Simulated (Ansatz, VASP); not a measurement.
C: VASP beside Ansatz

File INCAR:

```
SYSTEM = C
PREC     = Accurate       ! precision mode
ENCUT    = 600            ! plane-wave cutoff, eV
EDIFF    = 1E-6           ! SCF threshold, eV
ISMEAR   = 0              ! smearing method
SIGMA    = 0.1            ! smearing width, eV
LREAL    = .False.        ! projectors in reciprocal space
LASPH    = .True.         ! aspherical terms in the spheres
NELM     = 120            ! most SCF steps
ALGO     = Normal         ! electronic algorithm
ISIF     = 2              ! what is computed and relaxed
LWAVE    = .False.        ! write WAVECAR
LCHARG   = .False.        ! write CHGCAR
GGA      = PE             ! functional
IVDW     = 12             ! dispersion correction
NBANDS   = 11             ! bands
GGA_COMPAT= .False.
```

The input KPOINTS:

```
Automatic mesh
0
Gamma
  8 8 8
  0 0 0
```

Contents of POSCAR:

```
C
1.0
    0.0000000000      1.7834000000      1.7834000000
    1.7834000000      0.0000000000      1.7834000000
    1.7834000000      1.7834000000      0.0000000000
C
2
Direct
    0.5000000000      0.5000000000      0.5000000000
    0.7500000000      0.7500000000      0.7500000000
```

Input for Ansatz:

```yaml
crystal:
  lattice:
    - [0.0, 1.7834, 1.7834]
    - [1.7834, 0.0, 1.7834]
    - [1.7834, 1.7834, 0.0]
  atoms:
    - { symbol: C, position: [0.5, 0.5, 0.5] }
    - { symbol: C, position: [0.75, 0.75, 0.75] }
basis:
  ecutwfc: 420
kpoints:
  mp_grid: { grid: [8, 8, 8] }
hamiltonian:
  xc: pbe
  dispersion: d3bj
  pseudopotentials: { kind: paw, azcp: { folder: soft_1 } }
scf:
  occupations: { method: gaussian, width: 0.1 }
output:
  forces: true
  stress: true
  eigenvalues: true
```

Alike in both runs: task single point; functional PBE; dispersion D3(BJ); k mesh 8 × 8 × 8; occupations gaussian, width 0.1 eV; no spin polarisation.

|  | VASP | Ansatz |
| --- | --- | --- |
| version | VASP 6.6.1 | Ansatz 0.2.0 |
| potentials or method | VASP PAW PBE potentials, release 64 (C), cutoff 600 eV | scalar-relativistic, plane waves, PAW |
| valence electrons in the cell | 8 | 8 |

```tsv
	VASP	Ansatz	Ansatz less VASP
gap on the k mesh at the Fermi level (eV)	4.13	4.14	+0.008
least direct gap on the mesh (eV)	5.59	5.59	+0.002
pressure (GPa)	-3.6	-3.6	+0.01
```
